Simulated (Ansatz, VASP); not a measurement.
## Al3BP4 in VASP and in Ansatz

```
Al B P
1.0
     3.68777    0.00000    0.00000
     0.00000    3.68777    0.00000
     0.00000    0.00000   10.81653
Al B P
3 1 4
Direct
  0.50000 0.50000 0.76615
  0.00000 0.00000 0.50000
  0.50000 0.50000 0.23385
  0.00000 0.00000 0.00000
  0.00000 0.50000 0.09839
  0.50000 0.00000 0.90161
  0.00000 0.50000 0.63320
  0.50000 0.00000 0.36680
```

Alike in both runs: functional PBE; k mesh 5 × 5 × 2; occupations gaussian, width 0.2 eV; no spin polarisation.

Ansatz relaxed the structure, and its values are those at the end. VASP's run is a single point on that final structure, the one shown.

|  | VASP | Ansatz |
| --- | --- | --- |
| version | VASP 6.6.1 | Ansatz 0.2.0 |
| potentials or method | VASP PAW PBE potentials, release 64 (Al, B, P), cutoff 520 eV | scalar-relativistic, plane waves, PAW |
| valence electrons in the cell | 32 | 32 |

|  | VASP | Ansatz | Ansatz less VASP |
| --- | --- | --- | --- |
| gap on the k mesh at the Fermi level (eV) | 0.95 | 0.95 | +0.003 |
| least direct gap on the mesh (eV) | 0.95 | 0.95 | +0.003 |
| pressure (GPa) | 0.2 | 0.3 | +0.11 |
| rms of the force components (eV/Å) | 0.015 | 0.015 | -0.0001 |

With one functional, cell and mesh, what is left measures potentials, basis and numerics.
